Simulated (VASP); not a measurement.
Write the native input for VASP 6.6.1 that does the following.

| Property | Result |
| --- | --- |
| Task | single point |
| Functional | PBEsol |
| Potentials or basis | VASP PAW PBE potentials, release 64 (Si, C) |
| Cutoff | 520 eV |
| k mesh | 10 × 10 × 10 |
| Occupations | gaussian, width 0.05 eV |
| Spin | no spin polarisation |
| Dipole correction | no |
| Further INCAR settings | ALGO = Normal; EDIFF = 1e-06; NBANDS = 11 |

The structure of SiC lies in POSCAR:

```
SiC
1.0
    0.0000000000      2.2328493244      2.2328493244
    2.2328493244      0.0000000000      2.2328493244
    2.2328493244      2.2328493244      0.0000000000
Si C
1 1
Direct
    0.0047117304     -0.0047117304      0.0047117304
    0.7389826870      0.7610173130      0.7389826870
```

One way to write it, as run:

INCAR

```
SYSTEM = SiC
ALGO = Normal
EDIFF = 1E-6
ENCUT = 520
GGA = PS
ISIF = 2
ISMEAR = 0
LASPH = .True.
LCHARG = .True.
LELF = .True.
LREAL = .False.
LVHAR = .True.
LWAVE = .False.
NBANDS = 11
NELM = 60
PREC = Accurate
SIGMA = 0.05
```

KPOINTS

```
k-points
0
Gamma
  10 10 10
  0 0 0
```

Potentials or basis: VASP PAW PBE potentials, release 64 (Si, C).

Run with:

```console
$ cat potpaw_PBE.64/Si/POTCAR potpaw_PBE.64/C/POTCAR > POTCAR
$ mpirun -np 1 vasp_std > vasp.out
```

Results of the run:

```yaml
Pressure: -13.4 GPa
Largest_force: 1.134 eV/Å
Band_gap_on_the_k_mesh: 0.97 eV, indirect (least direct gap 4.19 eV)
```

Caveat: the PAW data sets were made with another functional, which shifts forces and pressure a little.

Run time: 39 s on 1 thread of Intel Xeon 8259CL, on a shared host, peak memory 0.16 GiB.
